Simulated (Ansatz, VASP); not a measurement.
## Two plane-wave programs on Ta

```xyz
1
Lattice="-1.6266 1.6266 1.6266 1.6266 -1.6266 1.6266 1.6266 1.6266 -1.6266" Properties=species:S:1:pos:R:3 pbc="T T T"
Ta    0.0000    0.0000    0.0000
```

Alike in both runs: functional LDA; k mesh 24 × 24 × 24; occupations gaussian, width 0.1 eV; no spin polarisation.

Ansatz relaxed the structure, and its values are those at the end. VASP's run is a single point on that final structure, the one shown.

|  | VASP | Ansatz |
| --- | --- | --- |
| version | VASP 6.6.1 | Ansatz 0.2.0 |
| potentials or method | VASP PAW LDA potentials, release 64 (Ta_pv) | scalar-relativistic, plane waves, PAW |
| plane-wave cutoff (eV) | 520 | 420 |
| valence electrons in the cell | 11 | 13 |

```csv
,VASP,Ansatz,Ansatz less VASP
gap on the k mesh at the Fermi level (eV),none,none,-
pressure (GPa),0.9,0.0,-0.89
```

LDA's correlation is that of Perdew and Zunger in VASP and of Perdew and Wang (1992) in Ansatz. A gap of «none» marks a metal or a gap that the smearing closes. VASP's potentials hold 11 valence electrons a cell and Ansatz's 13, so a difference there can come from the potentials and not from the codes.

Spin-orbit coupling is off throughout.
